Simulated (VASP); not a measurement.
# O in VASP: notebook, part 2 of 2

VASP 6.6.1. The steps go on from the part before.

**5. Single point, PBE+D3(BJ), collinear spin, ferromagnetic start**

Input file INCAR:

```
PREC = Accurate
ENCUT = 520
EDIFF = 1E-6
ISMEAR = -1
SIGMA = 0.02
LREAL = Auto
LASPH = True
NELM = 150
ALGO = Normal
ISIF = 2
LWAVE = False
LCHARG = True
ISPIN = 2
MAGMOM = 1 1 1 1 1 1 1 1 1 1 1 1 1 1 1 1 1 1 1 1 1 1 1 1
LORBIT = 11
GGA = PE
IVDW = 12
LELF = True
LVHAR = True
NBANDS = 94
```

Input file KPOINTS:

```
regular mesh
0
Gamma
  1 1 1
```

Input file POSCAR:

```
O
1.0
    7.6699000000      0.0000000000      0.0000000000
    0.0000000000      7.6699000000      0.0000000000
    0.0000000000      0.0000000000      7.6699000000
O
24
Direct
    0.8795029922      0.3780101435      0.2813596005
    0.8638052647      0.2363264189      0.3546851980
    0.4467072582      0.6717558247      0.8374815839
    0.3902788824      0.7510137029      0.7075059649
    0.6778967131      0.0315127968      0.6573618952
    0.5457567895      0.0781626879      0.5929542758
    0.6699044316      0.6720556982      0.2058957744
    0.5500593228      0.7718744703      0.1695589251
    0.0998970000      0.5368127355      0.9095816112
    0.1421530920      0.4669291647      0.7724351035
   -0.0763504087      0.8130484100      0.3850376146
    0.0552288817      0.7356028110      0.4396537113
    0.7375976219      0.4466811823      0.6894353251
    0.7467763595      0.5848576905      0.6183652981
    0.2400552810      0.0656331895      0.1715015841
    0.2322455312     -0.0377188751      0.0513435638
    0.3869541976      0.4320134552      0.4790544857
    0.2798471949      0.4375545965      0.3579577309
    0.5930846556      0.1803674103      0.1243301738
    0.5733712304      0.2170432470     -0.0260238074
    0.8717453943      0.9474047902      0.0323341895
    0.9152400944      0.8390461414     -0.0728953441
    0.1687114565      0.0684233171      0.7200093873
    0.1759344972      0.1213835904      0.5739579395
```

Potentials or basis: VASP PAW PBE potentials, release 64 (O).

Started as:

```bash
> cat potpaw_PBE.64/O/POTCAR > POTCAR
> mpirun -np 1 vasp_gam > vasp.out
```

OUTCAR:

```text
PREC = Accurate
   ENCUT = 520
   EDIFF = 1E-6
   ISMEAR = -1
   LREAL = Auto
   LASPH = True
   NELM = 150
   ISIF = 2
   ISPIN = 2
   LORBIT = 11
   GGA = PE
   IVDW = 12
 IVDW          = 12

 ion  position               nearest neighbor table
   1  0.880  0.378  0.281-   2 1.23
   2  0.864  0.236  0.355-   1 1.23
   3  0.447  0.672  0.837-   4 1.25
   4  0.390  0.751  0.708-   3 1.25
   5  0.678  0.032  0.657-   6 1.18
   6  0.546  0.078  0.593-   5 1.18
[... 16 lines left out ...]
  23  0.169  0.068  0.720-  24 1.19
  24  0.176  0.121  0.574-  23 1.19

  LATTYP: Found a simple cubic cell.
 ALAT       =     7.6699000000

  Lattice vectors:

 A1 = (   7.6699000000,   0.0000000000,   0.0000000000)
 A2 = (   0.0000000000,   7.6699000000,   0.0000000000)
 A3 = (   0.0000000000,   0.0000000000,   7.6699000000)

Analysis of symmetry for initial positions (statically):
=====================================================================
 Subroutine PRICEL returns:
 Original cell was already a primitive cell.

 Routine SETGRP: Setting up the symmetry group for a
 simple cubic supercell.

 Subroutine GETGRP returns: Found  1 space group operations
 (whereof  1 operations were pure point group operations)
 out of a pool of 48 trial point group operations.

The static configuration has the point symmetry C_1 .

Analysis of symmetry for dynamics (positions and initial velocities):
=====================================================================
 Subroutine PRICEL returns:
 Original cell was already a primitive cell.

 Routine SETGRP: Setting up the symmetry group for a
 simple cubic supercell.

 Subroutine GETGRP returns: Found  1 space group operations
 (whereof  1 operations were pure point group operations)
 out of a pool of 48 trial point group operations.

The dynamic configuration has the point symmetry C_1 .

Analysis of structural, dynamic, and magnetic symmetry:
=====================================================================
[... 274 lines left out ...]

 spin component 2

 k-point     1 :       0.0000    0.0000    0.0000
  band No.  band energies     occupation
      1     -28.5809      1.00000
      2     -28.3829      1.00000
      3     -28.3052      1.00000
      4     -28.2812      1.00000
      5     -28.0766      1.00000
      6     -27.7880      1.00000
[... 76 lines left out ...]
     83      -0.2423      0.00000
     84      -0.2041      0.00000
 [bands above 84 left out]

------------------------ aborting loop because EDIFF is reached ----------------------------------------

 Edisp (eV)   -0.99210

 E8    (eV) :    -0.2340

  FORCE on cell =-STRESS in cart. coord.  units (eV):
  Direction    XX          YY          ZZ          XY          YZ          ZX
  --------------------------------------------------------------------------------------
  -------------------------------------------------------------------------------------
  Total       6.62516     7.99666    11.61326    -0.90817    -1.57384     0.81370
  in kB      23.52544    28.39555    41.23780    -3.22485    -5.58859     2.88939
  external pressure =       31.05 kB  Pullay stress =        0.00 kB

 VOLUME and BASIS-vectors are now :
 -----------------------------------------------------------------------------
  energy-cutoff  :      520.00
  volume of cell :      451.20
      direct lattice vectors                 reciprocal lattice vectors
     7.669900000  0.000000000  0.000000000     0.130379796  0.000000000  0.000000000
     0.000000000  7.669900000  0.000000000     0.000000000  0.130379796  0.000000000
     0.000000000  0.000000000  7.669900000     0.000000000  0.000000000  0.130379796

 POSITION                                       TOTAL-FORCE (eV/Angst)
 -----------------------------------------------------------------------------------
      6.74570      2.89930      2.15800         0.098604      0.139189     -0.110458
      6.62530      1.81260      2.72040         0.085172     -0.177572      0.147787
      3.42620      5.15230      6.42340        -0.272310      0.471747     -0.794043
      2.99340      5.76020      5.42650         0.329115     -0.421618      0.733363
      5.19940      0.24170      5.04190         3.735997     -1.343873      1.740369
      4.18590      0.59950      4.54790        -3.582983      1.341775     -1.852325
[... 16 lines left out ...]
      1.29400      0.52480      5.52240        -0.218730     -1.031420      3.001523
      1.34940      0.93100      4.40220         0.058476      1.055249     -3.095527
 -----------------------------------------------------------------------------------
    total drift:                                0.007983     -0.005073     -0.020204

  FREE ENERGIE OF THE ION-ELECTRON SYSTEM (eV)
  ---------------------------------------------------
  free  energy   TOTEN  =      -118.7192435709 eV

  energy  without entropy=     -118.7192435709  energy(sigma->0) =     -118.71924357

 total charge

# of ion       s       p       d       tot
------------------------------------------
    1        1.612   3.284   0.000   4.896
    2        1.612   3.283   0.000   4.895
    3        1.612   3.263   0.000   4.876
    4        1.612   3.262   0.000   4.875
    5        1.614   3.356   0.000   4.970
    6        1.614   3.355   0.000   4.970
[... 16 lines left out ...]
   23        1.614   3.341   0.000   4.955
   24        1.614   3.341   0.000   4.954
--------------------------------------------------
tot         38.710  79.305   0.000 118.015

 magnetization (x)

# of ion       s       p       d       tot
------------------------------------------
    1        0.010   0.799   0.000   0.809
    2        0.011   0.805   0.000   0.816
    3        0.010   0.803   0.000   0.814
    4        0.011   0.804   0.000   0.815
    5        0.010   0.792   0.000   0.802
    6        0.010   0.793   0.000   0.804
[... 16 lines left out ...]
   23        0.011   0.793   0.000   0.804
   24        0.010   0.797   0.000   0.808
--------------------------------------------------
tot          0.253  19.179   0.000  19.432
```

stdout:

```text
POSCAR found type information on POSCAR O
 POSCAR found :  1 types and      24 ions
 scaLAPACK will be used
 LDA part: xc-table for (Slater+PW92), standard interpolation
 POSCAR, INCAR and KPOINTS ok, starting setup
 FFT: planning ... GRIDC
 FFT: planning ... GRID_SOFT
 FFT: planning ... GRID
 WAVECAR not read
 entering main loop
```

It took 90 s on 1 thread of AMD EPYC 9R14 (Zen 4), shared host; peak memory 0.56 GiB.

What came out:

```
Free energy                                           : -118.7192 eV
Pressure                                              : 3.1 GPa
Largest force                                         : 4.335 eV/Å
Band gap on the k mesh                                : 1.32 eV
Net moment                                            : 24.00 μB per cell
Site moments                                          : O +0.81, +0.82, +0.80 μB
Valence electrons inside the program's atomic spheres : O 4.90, 4.89, 4.88, 4.97, 4.91, 4.95, 4.92, 4.94, 4.93, 4.96
Dispersion energy per atom                            : -0.041 eV
```

Forces in eV/Å, atoms in the order of the input:
```
O    0.099  0.139 -0.110
O    0.085 -0.178  0.148
O   -0.272  0.472 -0.794
O    0.329 -0.422  0.733
O    3.736 -1.344  1.740
O   -3.583  1.342 -1.852
O   -0.025 -0.340 -0.040
O   -0.272  0.205  0.077
O   -0.177  0.101  0.574
O    0.061 -0.345 -0.470
O    0.842 -0.227  0.389
O   -0.570  0.425 -0.246
O   -0.158 -2.878  1.498
O    0.178  2.814 -1.419
O   -0.014  0.797  0.922
O    0.111 -0.800 -0.712
O   -0.325  0.024 -0.537
O    0.434 -0.032  0.385
O    0.303 -0.639  2.821
O   -0.438  0.770 -2.841
O   -0.592  1.507  1.286
O    0.408 -1.416 -1.456
O   -0.219 -1.031  3.002
O    0.058  1.055 -3.096
```

Stress tensor (GPa, compression positive):
```
 2.35 -0.32  0.29
-0.32  2.84 -0.56
 0.29 -0.56  4.12
```

Caveat: the k points lie up to 0.82 Å⁻¹ apart; the standard files for N, O and F lose accuracy on very short bonds.
